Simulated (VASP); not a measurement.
## WC: single point with PBEsol

Crystal: WC.

```
CELL_PARAMETERS angstrom
0.00000 2.23568 2.23568
2.23568 0.00000 2.23568
2.23568 2.23568 0.00000
ATOMIC_POSITIONS crystal
W 0.00000 0.00000 0.00000
C 0.50000 0.50000 0.50000
```

```json
{"Program": "VASP 6.6.1", "Task": "single point", "Functional": "PBEsol", "Potentials or basis": "VASP PAW PBE potentials, release 64 (W_sv, C)", "Cutoff": "520 eV", "k mesh": "11 × 11 × 11", "Occupations": "fermi-dirac, width 0.1 eV", "Spin": "no spin polarisation", "Dipole correction": "no", "Further INCAR settings": "ALGO = Normal; EDIFF = 1e-07; NBANDS = 16"}
```

| Property | Result |
| --- | --- |
| Pressure | -26.7 GPa |
| Band gap on the k mesh | zero (band 9 reaches 12.21 eV, above the bottom of band 10 at 9.40 eV) |

Levels at points of the mesh, in eV from the Fermi level:
```tsv
k point	band 7	band 8	band 9	band 10	band 11	band 12
(0.00, 0.00, 0.00)	-2.53	-2.53	-0.91	-0.91	-0.90	-0.90
```

Wall time 24 s on 1 thread of AMD EPYC 7R43 64-Core Processor (Zen 3) (shared host), peak memory 0.11 GiB.

Caveat: the PAW data sets were made with another functional, which shifts forces and pressure a little; spin-orbit coupling is left out, which moves the levels of the heavy elements.
